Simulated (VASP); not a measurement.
Set up this calculation in VASP 6.6.1, as the native input.

* Task: single point
* Functional: LDA
* Potentials or basis: VASP PAW LDA potentials, release 64 (Mn_pv, Rh_pv)
* Cutoff: 520 eV
* k mesh: 6 × 9 × 6
* Occupations: fermi-dirac, width 0.025 eV
* Spin: collinear spin, antiferromagnetic start
* Starting moments: [3.4, -3.4, 0.0, 0.0] μB
* Dipole correction: no
* Further INCAR settings: ALGO = Normal; EDIFF = 1e-07; NBANDS = 40

The structure of MnRh lies in POSCAR:

```
MnRh
1.0
    0.0000000000      3.0440000000      3.0440000000
    3.0440000000      0.0000000000      0.0000000000
    0.0000000000      3.0440000000     -3.0440000000
Mn Rh
2 2
Direct
    0.0000000000      0.0000000000      0.0000000000
    0.5000000000      0.0000000000      0.5000000000
    0.5000000000      0.5000000000      0.0000000000
    0.0000000000      0.5000000000      0.5000000000
```

One way to write it, as run:

INCAR

```
ALGO = Normal
EDIFF = 1E-7
ENCUT = 520
ISIF = 2
ISMEAR = -1
ISPIN = 2
LASPH = T
LCHARG = F
LMAXMIX = 4
LORBIT = 11
LREAL = F
LWAVE = F
MAGMOM = 3.4 -3.4 0 0
NBANDS = 40
NELM = 150
PREC = Accurate
SIGMA = 0.025
```

KPOINTS

```
k-points
0
Gamma
  6 9 6
```

Potentials or basis: VASP PAW LDA potentials, release 64 (Mn_pv, Rh_pv).

The run is started by

```bash
$ cat potpaw_LDA.64/Mn_pv/POTCAR potpaw_LDA.64/Rh_pv/POTCAR > POTCAR
$ mpirun -np 1 vasp_std > vasp.out
```

Results of the run:

| Quantity | Value |
| --- | --- |
| Pressure | -17.6 GPa |
| Band gap on the k mesh | zero (filled and empty bands overlap) |
| Net moment | 0.00 μB per cell |
| Site moments | Mn +3.37, -3.37; Rh +0.00 μB |
| Valence electrons inside the program's atomic spheres | Mn 11.58; Rh 13.79 |

Caveat: the cell stands under tension.

It took 4.7 min on 1 thread of Intel Xeon 8259CL (shared host), peak memory 0.27 GiB.
